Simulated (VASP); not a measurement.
A run of VASP 6.6.1 is set up as follows.

File INCAR:

```
PREC     = Accurate       # precision mode
ENCUT    = 520            # plane-wave cutoff, eV
EDIFF    = 1E-7           # SCF threshold, eV
ISMEAR   = -1             # smearing method
SIGMA    = 0.0948         # smearing width, eV
LREAL    = Auto         
LASPH    = True           # aspherical terms in the spheres
NELM     = 60             # most SCF steps
ALGO     = Normal         # electronic algorithm
ISIF     = 2              # what is computed and relaxed
LWAVE    = False          # write WAVECAR
LCHARG   = False          # write CHGCAR
GGA      = PS             # functional
NBANDS   = 110            # bands
```

The input KPOINTS:

```
Automatic mesh
0
Gamma
  4 4 4
  0.5 0.5 0.5
```

The input POSCAR:

```
GePt
1.0
    5.7406006238     -3.7003359940      0.0000000000
   -5.7406006238     -3.7003359940      0.0000000000
    0.0000000000      3.7003359940     -6.0924384592
Ge Pt
8 8
Direct
    0.2385682617      0.4234088379      0.4119770996
    0.7385682617      0.9234088379      0.4119770996
    0.2614317383      0.0765911621      0.5880229004
    0.7614317383      0.5765911621      0.5880229004
    0.6734088379      0.9885682617      0.9119770996
    0.1734088379      0.4885682617      0.9119770996
    0.8265911621      0.5114317383      0.0880229004
    0.3265911621      0.0114317383      0.0880229004
    0.5290420562      0.5297985825      0.8088406386
    0.0290420562      0.0297985825      0.8088406386
    0.9709579438      0.9702014175      0.1911593614
    0.4709579438      0.4702014175      0.1911593614
    0.2797985825      0.7790420562      0.3088406386
    0.7797985825      0.2790420562      0.3088406386
    0.2202014175      0.7209579438      0.6911593614
    0.7202014175      0.2209579438      0.6911593614
```

Potentials or basis: VASP PAW PBE potentials, release 64 (Ge_d, Pt).

The run is started by

```console
$ cat potpaw_PBE.64/Ge_d/POTCAR potpaw_PBE.64/Pt/POTCAR > POTCAR
$ mpirun -np 1 vasp_std > vasp.out
```

(1) What does it give for the pressure?

(2) Estimate the largest force.

(3) Predict the band gap on the k mesh.

## Answers

(1) 0.1 GPa.

(2) 0.026 eV/Å.

(3) zero (bands 96 and 97 overlap by 0.68 eV).

Caveat: the PAW data sets were made with another functional, which shifts forces and pressure a little; spin-orbit coupling is left out, which moves the levels of the heavy elements.
